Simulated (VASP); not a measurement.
Mg11CdO12 (a cell with a defect), 24 atoms in the cell. The cell holds a defect, 24 atoms: a = 5.960 Å, b = 5.960 Å, c = 8.940 Å, α = 60.00°, β = 60.00°, γ = 60.00°. 

| Quantity | Value |
| --- | --- |
| Program | VASP 6.6.1 |
| Task | single point |
| Functional | r2SCAN |
| Potentials or basis | VASP PAW PBE potentials, release 64 (O, Mg, Cd) |
| Cutoff | 580 eV |
| k mesh | 1 × 1 × 1, shifted |
| Occupations | fermi-dirac, width 0.05 eV |
| Spin | no spin polarisation |
| Dipole correction | no |
| Further INCAR settings | ALGO = Normal; EDIFF = 1e-06; NBANDS = 71; ISYM = 0 |

Potentials or basis: VASP PAW PBE potentials, release 64 (O, Mg, Cd).

Launch:

```sh
$ cat potpaw_PBE.64/O/POTCAR potpaw_PBE.64/Mg/POTCAR potpaw_PBE.64/Cd/POTCAR > POTCAR
$ cp INCAR.step1 INCAR
$ mpirun -np 1 vasp_std > vasp.out
$ cp INCAR.step2 INCAR
$ mpirun -np 1 vasp_std > vasp.out
```

Hardware: 1 thread of Intel(R) Xeon(R) Platinum 8488C (Sapphire Rapids), with other jobs on the host.

**Question.** Estimate the wall time of this run.

**Answer.** It took 2.5 min on 1 thread of Intel(R) Xeon(R) Platinum 8488C (Sapphire Rapids), with other jobs on the host, peak memory 0.45 GiB. Counts: k points 1.
